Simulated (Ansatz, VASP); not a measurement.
## ScF3: VASP beside Ansatz

Contents of INCAR:

```
PREC = Accurate ; ENCUT = 520
EDIFF = 1E-8 ; ISMEAR = -1
SIGMA = 0.02 ; LREAL = False
LASPH = True ; NELM = 60
ALGO = Normal ; ISIF = 2
LWAVE = False ; LCHARG = False
LEFG = True ; NBANDS = 24
```

File KPOINTS:

```
regular mesh
0
Gamma
  6 6 6
```

The input POSCAR:

```
ScF3
1.0
    3.9990303345      0.0000000000      0.0000000000
    0.0000000000      3.9990303345      0.0000000000
    0.0000000000      0.0000000000      3.9990303345
Sc F
1 3
Direct
    0.0000000000      0.0000000000      0.0000000000
    0.5000000000      0.0000000000      0.0000000000
    0.0000000000      0.5000000000      0.0000000000
    0.0000000000      0.0000000000      0.5000000000
```

Input for Ansatz:

```yaml
crystal:
  lattice:
    - [3.9990303345, 0.0, 0.0]
    - [0.0, 3.9990303345, 0.0]
    - [0.0, 0.0, 3.9990303345]
  atoms:
    - { symbol: Sc, position: [0.0, 0.0, 0.0] }
    - { symbol: F, position: [0.5, 0.0, 0.0] }
    - { symbol: F, position: [0.0, 0.5, 0.0] }
    - { symbol: F, position: [0.0, 0.0, 0.5] }
kpoints:
  mp_grid: { grid: [6, 6, 6] }
scf:
  occupations: { method: fermi_dirac, width: 0.02 }
hamiltonian:
  xc: lda
  pseudopotentials: { kind: all_electron, datasets: crystal }
output:
  forces: true
  stress: true
  eigenvalues: true
  efg: { contact_densities: true }
```

Change from the starting cell: volume scaled by 0.99, crystal datasets.

Alike in both runs: task electric field gradients; functional LDA; k mesh 6 × 6 × 6; occupations fermi-dirac, width 0.02 eV; no spin polarisation.

|  | VASP | Ansatz |
| --- | --- | --- |
| version | VASP 6.6.1 | Ansatz 0.2.0 |
| potentials or method | VASP PAW LDA potentials, release 64 (Sc_sv, F), cutoff 520 eV | all-electron PAW with datasets made for the crystal, scalar-relativistic |

Ansatz gave:

```
gap on the k mesh at the Fermi level (eV)            : 6.26
pressure (GPa)                                       : -2.0
size of Vzz on the site where it differs most (V/Å²) : 55.4
```

Task: What did VASP give for the same quantities?

Result: gap on the k mesh at the Fermi level (eV): 6.24; pressure (GPa): -1.3; size of Vzz on the site where it differs most (V/Å²): 54.1.

LDA's correlation is that of Perdew and Zunger in VASP and of Perdew and Wang (1992) in Ansatz. Ansatz ran all-electron here, and VASP with PAW potentials.
